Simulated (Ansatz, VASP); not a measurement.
## Two plane-wave programs on KZnF3

```
K Zn F
1.0
     4.05000    0.00000    0.00000
     0.00000    4.05000    0.00000
     0.00000    0.00000    4.05000
K Zn F
1 1 3
Direct
  0.00000 0.00000 0.00000
  0.50000 0.50000 0.50000
  0.50000 0.50000 0.92593
  0.00000 0.50000 0.50000
  0.50000 0.00000 0.50000
```

Alike in both runs: task single point; functional LDA; k mesh 6 × 6 × 6; occupations gaussian, width 0.05 eV; no spin polarisation.

|  | VASP | Ansatz |
| --- | --- | --- |
| version | VASP 6.6.1 | Ansatz 0.2.0 |
| potentials or method | VASP PAW LDA potentials, release 64 (K_sv, Zn, F), cutoff 520 eV | scalar-relativistic, plane waves, PAW |
| valence electrons in the cell | 42 | 42 |

|  | VASP | Ansatz | Ansatz less VASP |
| --- | --- | --- | --- |
| gap on the k mesh at the Fermi level (eV) | 3.31 | 3.36 | +0.046 |
| least direct gap on the mesh (eV) | 5.17 | 5.21 | +0.039 |
| pressure (GPa) | 1.3 | 0.7 | -0.62 |
| traceless stress, the component that is largest in VASP (GPa) | 8.45 | 8.11 | -0.346 |
| rms of the force components (eV/Å) | 1.534 | 1.444 | -0.0892 |

LDA's correlation is that of Perdew and Zunger in VASP and of Perdew and Wang (1992) in Ansatz. Atom by atom the forces differ by 0.091 eV/Å (rms over components).
